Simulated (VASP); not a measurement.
Wanted: the native input for a VASP 6.6.1 run.

```
Task                   : single point
Functional             : revPBE
Dispersion             : D3(BJ)
Potentials or basis    : VASP PAW PBE potentials, release 64 (Hg, Te)
Cutoff                 : 520 eV
k mesh                 : 7 × 7 × 7
Occupations            : fermi-dirac, width 0.05 eV
Spin                   : no spin polarisation
Dipole correction      : no
Further INCAR settings : ALGO = Normal; EDIFF = 1e-06; NBANDS = 16
```

The structure of HgTe (Coloradoite) lies in POSCAR:

```
HgTe
1.0
    0.0000000000      3.2585420272      3.2585420272
    3.2585420272      0.0000000000      3.2585420272
    3.2585420272      3.2585420272      0.0000000000
Hg Te
1 1
Direct
    0.0000000000      0.0000000000      0.0000000000
    0.7500000000      0.7500000000      0.7500000000
```

One way to write it, as run:

INCAR

```
PREC = Accurate
ENCUT = 520
EDIFF = 1E-6
ISMEAR = -1
SIGMA = 0.05
LREAL = False
LASPH = True
NELM = 100
ALGO = Normal
ISIF = 2
LWAVE = False
LCHARG = False
GGA = RE
IVDW = 12
NBANDS = 16
```

KPOINTS

```
regular mesh
0
Gamma
  7 7 7
```

Potentials or basis: VASP PAW PBE potentials, release 64 (Hg, Te).

Launch:

```sh
$ cat potpaw_PBE.64/Hg/POTCAR potpaw_PBE.64/Te/POTCAR > POTCAR
$ mpirun -np 1 vasp_std > vasp.out
```

It gave:

- Pressure: 0.0 GPa
- Band gap on the k mesh: zero (filled and empty bands touch)
- Dispersion energy per atom: -0.662 eV

Caveat: the PAW data sets were made with another functional, which shifts forces and pressure a little; spin-orbit coupling is left out, which moves the levels of the heavy elements; pairwise dispersion overbinds metals, which lowers pressure and volume.

It took 42 s on 1 thread of Intel Xeon 8259CL, on a shared host, peak memory 0.22 GiB.
